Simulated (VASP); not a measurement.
**ZnPt3: vibrations by perturbation theory with LDA**

The system is ZnPt3.

```
CELL_PARAMETERS angstrom
3.78531 0.00000 0.00000
0.00000 3.78531 0.00000
0.00000 0.00000 3.78531
ATOMIC_POSITIONS crystal
Zn 0.00000 0.00000 0.00000
Pt 0.00000 0.50000 0.50000
Pt 0.50000 0.00000 0.50000
Pt 0.50000 0.50000 0.00000
```

```yaml
Program: VASP 6.6.1
Task: vibrations by perturbation theory
Functional: LDA
Potentials_or_basis: VASP PAW LDA potentials, release 64 (Zn, Pt)
Cutoff: 520 eV
k_mesh: 12 × 12 × 12
Occupations: fermi-dirac, width 0.15 eV
Spin: no spin polarisation
Dipole_correction: no
Further_INCAR_settings: ALGO = Normal; EDIFF = 1e-08; NBANDS = 29; IBRION = 8; NSW = 1
```

```
Highest phonon frequency at Γ : 231 cm⁻¹
```

Phonon frequencies in cm⁻¹ (negative: imaginary):
| q point | frequencies |
| --- | --- |
| (0.000, 0.000, 0.000) | 0 0 0 128 128 128 161 161 161 231 231 231 |

Wall time 14 min on 1 thread of Intel(R) Xeon(R) Platinum 8488C (Sapphire Rapids), with other jobs on the host, peak memory 1 GiB.

Caveat: the cell stands under pressure or tension, which shifts response properties.
